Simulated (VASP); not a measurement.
Write the native input for VASP 6.6.1 that does the following.

- Task: single point
- Functional: PBE
- Potentials or basis: VASP PAW PBE potentials, release 64 (V_sv, S)
- Cutoff: 500 eV
- k mesh: 8 × 8 × 8
- Occupations: gaussian, width 0.1 eV
- Spin: collinear spin, ferrimagnetic start
- Starting moments: [1.84, 1.84, -0.17, -0.17, -0.17, -0.17, -0.17, -0.17] μB
- Dipole correction: no
- Further INCAR settings: ALGO = Normal; EDIFF = 1e-06; NBANDS = 45

The structure of VS3 lies in POSCAR:

```
VS3
1.0
    4.9039178163      0.0000000000      0.0000000000
    0.0000000000      4.9039178163      0.0000000000
    0.0000000000      0.0000000000      4.9039178163
V S
2 6
Direct
    0.0000000000      0.0000000000      0.0000000000
    0.5000000000      0.5000000000      0.5000000000
    0.0000000000      0.5000000000      0.2500000000
    0.0000000000      0.5000000000      0.7500000000
    0.2500000000      0.0000000000      0.5000000000
    0.7500000000      0.0000000000      0.5000000000
    0.5000000000      0.7500000000      0.0000000000
    0.5000000000      0.2500000000      0.0000000000
```

The input as run:

INCAR

```
SYSTEM = VS3
PREC = Accurate
ENCUT = 500
EDIFF = 1E-6
ISMEAR = 0
SIGMA = 0.1
LREAL = .False.
LASPH = .True.
NELM = 200
ALGO = Normal
ISIF = 2
LWAVE = .False.
LCHARG = .False.
ISPIN = 2
MAGMOM = 1.84 1.84 -0.17 -0.17 -0.17 -0.17 -0.17 -0.17
LORBIT = 11
LMAXMIX = 4
GGA = PE
NBANDS = 45
GGA_COMPAT = .False.
```

KPOINTS

```
Automatic mesh
0
Gamma
  8 8 8
  0 0 0
```

Potentials or basis: VASP PAW PBE potentials, release 64 (V_sv, S).

The run is started by

```console
$ cat potpaw_PBE.64/V_sv/POTCAR potpaw_PBE.64/S/POTCAR > POTCAR
$ mpirun -np 1 vasp_std > vasp.out
```

Results of the run:

```
Pressure                                              : -2.7 GPa
Band gap on the k mesh                                : zero (filled and empty bands overlap)
Net moment                                            : 0.00 μB per cell
Valence electrons inside the program's atomic spheres : V 11.19; S 3.60
```

It took 11 min on 1 thread of AMD EPYC 7R43 64-Core Processor (Zen 3), on a shared host, peak memory 0.36 GiB.
